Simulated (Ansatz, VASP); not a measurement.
Two plane-wave programs on Sn3GeO4

The input INCAR:

```
SYSTEM = Sn3GeO4
ALGO = Normal
EDIFF = 1E-6
ENCUT = 910
GGA = PE
GGA_COMPAT = .FALSE.
ISIF = 2
ISMEAR = 0
LASPH = .TRUE.
LCHARG = .FALSE.
LREAL = .FALSE.
LWAVE = .FALSE.
NBANDS = 50
NELM = 120
PREC = Accurate
SIGMA = 0.1
```

File KPOINTS:

```
k-points
0
G
  4 4 2
  0 0 0
```

Contents of POSCAR:

```
Sn3GeO4
1.0
    2.7162677000     -2.7086529000      0.0000000000
    2.7162677000      2.7086529000      0.0000000000
   -0.0998158000      0.0000000000      9.8755503000
Sn Ge O
3 1 4
Direct
    0.2567350000      0.2567350000      0.8740750000
    0.2500450000      0.2500450000      0.3582300000
    0.7521810000      0.7521810000      0.6366740000
    0.7086680000      0.7086680000      0.1395410000
    0.2706330000      0.7535850000      0.2405900000
    0.7542680000      0.2538830000      0.7551500000
    0.2538830000      0.7542680000      0.7551500000
    0.7535850000      0.2706330000      0.2405900000
```

Input for Ansatz:

```yaml
crystal:
  lattice:
    - [2.7162677, -2.7086529, 0.0]
    - [2.7162677, 2.7086529, 0.0]
    - [-0.0998158, 0.0, 9.8755503]
  atoms:
    - { symbol: Sn, position: [0.256735, 0.256735, 0.874075] }
    - { symbol: Sn, position: [0.250045, 0.250045, 0.35823] }
    - { symbol: Sn, position: [0.752181, 0.752181, 0.636674] }
    - { symbol: Ge, position: [0.708668, 0.708668, 0.139541] }
    - { symbol: O, position: [0.270633, 0.753585, 0.24059] }
    - { symbol: O, position: [0.754268, 0.253883, 0.75515] }
    - { symbol: O, position: [0.253883, 0.754268, 0.75515] }
    - { symbol: O, position: [0.753585, 0.270633, 0.24059] }
basis:
  ecutwfc: 420
kpoints:
  mp_grid: { grid: [4, 4, 2] }
hamiltonian:
  xc: pbe
scf:
  occupations: { method: gaussian, width: 0.1 }
  lower_state_search: "off"
output:
  forces: true
  stress: true
  eigenvalues: true
```

Alike in both runs: task single point; functional PBE; k mesh 4 × 4 × 2; occupations gaussian, width 0.1 eV; no spin polarisation.

|  | VASP | Ansatz |
| --- | --- | --- |
| version | VASP 6.6.1 | Ansatz 0.2.0 |
| potentials or method | VASP PAW PBE potentials, release 64 (Sn_d, Ge_d, O_h), cutoff 910 eV | scalar-relativistic, plane waves, PAW |
| valence electrons in the cell | 80 | 80 |

Ansatz gave:

* gap on the k mesh at the Fermi level (eV): 0.98
* least direct gap on the mesh (eV): 1.71
* rms of the force components (eV/Å): 0.005

**Question.** Which values does VASP return?

**Answer.** gap on the k mesh at the Fermi level (eV): 0.99; least direct gap on the mesh (eV): 1.68; rms of the force components (eV/Å): 0.024.

Atom by atom the forces differ by 0.027 eV/Å (rms over components).

Noted on VASP's run: the cutoff is under 1.25 times that of the potentials, so the pressure is a little rough.
